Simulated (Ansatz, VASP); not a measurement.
## One calculation of Hf, two programs

The input INCAR:

```
SYSTEM = Hf
ALGO     = Normal         ! electronic algorithm
EDIFF    = 1E-6           ! SCF threshold, eV
ENCUT    = 520            ! plane-wave cutoff, eV
GGA      = PS             ! functional
ISIF     = 2              ! what is computed and relaxed
ISMEAR   = 0              ! smearing method
LASPH    = .TRUE.         ! aspherical terms in the spheres
LCHARG   = .FALSE.        ! write CHGCAR
LREAL    = .FALSE.        ! projectors in reciprocal space
LWAVE    = .FALSE.        ! write WAVECAR
NBANDS   = 11             ! bands
NELM     = 60             ! most SCF steps
PREC     = Accurate       ! precision mode
SIGMA    = 0.1            ! smearing width, eV
```

The input KPOINTS:

```
k-points
0
G
  8 8 8
  0 0 0
```

POSCAR

```
Hf
1.0
   -1.7084137365      1.7084137365      1.7084137365
    1.7084137365     -1.7084137365      1.7084137365
    1.7084137365      1.7084137365     -1.7084137365
Hf
1
Direct
    0.0000000000      0.0000000000      0.0000000000
```

Input for Ansatz:

```yaml
crystal:
  lattice:
    - [-1.7084137363, 1.7084137363, 1.7084137363]
    - [1.7084137363, -1.7084137363, 1.7084137363]
    - [1.7084137363, 1.7084137363, -1.7084137363]
  atoms:
    - { symbol: Hf, position: [0.0, 0.0, 0.0] }
basis:
  ecutwfc: 420
kpoints:
  mp_grid: { grid: [8, 8, 8] }
hamiltonian:
  xc: pbesol
scf:
  occupations: { method: gaussian, width: 0.1 }
output:
  forces: true
  stress: true
  eigenvalues: true
```

Alike in both runs: task single point; functional PBEsol; k mesh 8 × 8 × 8; occupations gaussian, width 0.1 eV; no spin polarisation.

|  | VASP | Ansatz |
| --- | --- | --- |
| version | VASP 6.6.1 | Ansatz 0.2.0 |
| potentials or method | VASP PAW PBE potentials, release 64 (Hf_pv), cutoff 520 eV | scalar-relativistic, plane waves, PAW |
| valence electrons in the cell | 10 | 26 |

VASP gave:

```
gap on the k mesh at the Fermi level (eV) : none
pressure (GPa)                            : 7.9
```

Task: Estimate Ansatz's values.

Result: gap on the k mesh at the Fermi level (eV): none; pressure (GPa): 8.1.

VASP's potentials were made for PBE, not for PBEsol. A gap of «none» marks a metal or a gap that the smearing closes. VASP's potentials hold 10 valence electrons a cell and Ansatz's 26, so a difference there can come from the potentials and not from the codes.

Neither program's run includes spin-orbit coupling.
